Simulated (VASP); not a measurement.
LiF: single point with PBE

LiF:

```
Li F
1.0
     3.12591    0.00000    0.00000
    -1.56296    2.70712    0.00000
     0.00000    0.00000    4.90188
Li F
2 2
Direct
  0.33333 0.66667 0.38107
  0.66667 0.33333 0.88107
  0.33333 0.66667 0.99393
  0.66667 0.33333 0.49393
```

```
Program                : VASP 6.6.1
Task                   : single point
Functional             : PBE
Potentials or basis    : VASP PAW PBE potentials, release 64 (Li_sv, F)
Cutoff                 : 520 eV
k mesh                 : 9 × 9 × 6
Occupations            : gaussian, width 0.05 eV
Spin                   : no spin polarisation
Dipole correction      : no
Further INCAR settings : ALGO = Normal; EDIFF = 1e-06; NBANDS = 18
```

```yaml
Band_gap_on_the_k_mesh: 7.59 eV, direct
```

Forces on the atoms (eV/Å):
```
Li   0.000  0.000 -0.003
Li   0.000  0.000 -0.003
F    0.000  0.000  0.003
F    0.000  0.000  0.003
```

Levels at points of the mesh, in eV from the valence-band top:
```
           k point  band 8  band 9  band 10  band 11  band 12  band 13
(0.00, 0.00, 0.00)   -0.14   -0.14     0.00     7.59    11.80    14.85
(0.00, 0.00, 0.50)   -0.29   -0.29    -0.29     9.25     9.25    17.27
```

Wall time 35 s on 1 thread of Intel(R) Xeon(R) Platinum 8259CL CPU @ 2.50GHz (Skylake/Cascade Lake) (shared host), peak memory 0.16 GiB.

 A k mesh can miss the band edges.
